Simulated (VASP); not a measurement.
Ag, 1 atom in the cell. Symmetry: Im-3m, No. 229, cubic system. Conventional cell: a = 3.311 Å, b = 3.311 Å, c = 3.311 Å, α = 90.00°, β = 90.00°, γ = 90.00°. Within 3.8 Å of Ag (site symmetry m-3m) lie 14 Ag at 2.87 to 3.31 Å. 

* Program: VASP 6.6.1
* Task: single point
* Functional: PBE
* Potentials or basis: VASP PAW PBE potentials, release 64 (Ag)
* Cutoff: 500 eV
* k mesh: 11 × 11 × 11
* Occupations: gaussian, width 0.028 eV
* Spin: no spin polarisation
* Dipole correction: no
* Further INCAR settings: ALGO = Normal; EDIFF = 1e-06; NBANDS = 12

Potentials or basis: VASP PAW PBE potentials, release 64 (Ag).

Command:

```bash
$ cat potpaw_PBE.64/Ag/POTCAR > POTCAR
$ mpirun -np 1 vasp_std > vasp.out
```

Hardware: 1 thread of AMD EPYC 7R13 Processor (Zen 3), on a shared host.

Question: How long does it take, and how much memory?

Answer: Wall time 8.1 s on 1 thread of AMD EPYC 7R13 Processor (Zen 3), on a shared host, peak memory 0.11 GiB. Counts: scf iterations 11, k points 56.
